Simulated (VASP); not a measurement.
The system is Ir.

```xyz
2
Lattice="2.7329 0.0000 0.0000 -1.3665 2.3668 0.0000 0.0000 0.0000 4.4323" Properties=species:S:1:pos:R:3 pbc="T T T"
Ir    0.0000    1.5778    1.1081
Ir    1.3665    0.7889    3.3243
```

This cell differs from its parent crystal: volume scaled by 0.98.

Base run:

| Quantity | Value |
| --- | --- |
| Program | VASP 6.6.1 |
| Functional | LDA |
| Potentials or basis | VASP PAW LDA potentials, release 64 (Ir) |
| Cutoff | 520 eV |
| k mesh | 11 × 11 × 6 |
| Occupations | fermi-dirac, width 0.05 eV |
| Spin | no spin polarisation |

Its results: band gap on the k mesh zero (band 9 reaches 11.14 eV, above the bottom of band 10 at 7.96 eV); pressure -8.9 GPa.

**Question.** The run is repeated on the same cell with these changes: potentials or basis from VASP PAW LDA potentials, release 64 (Ir) to VASP PAW LDA potentials, release 64 (Ir_sv_GW); cutoff from 520 eV to 500 eV; further incar settings from ALGO = Fast; EDIFF = 1e-06; NBANDS = 16 to ALGO = Normal; EDIFF = 1e-06; NBANDS = 24; valence electrons from 18 to 34. What comes out?

**Answer.** Band gap on the k mesh zero (band 17 reaches 13.47 eV, above the bottom of band 18 at 10.29 eV); pressure -12.9 GPa.

Caveats: spin-orbit coupling is left out, which moves the levels of the heavy elements.
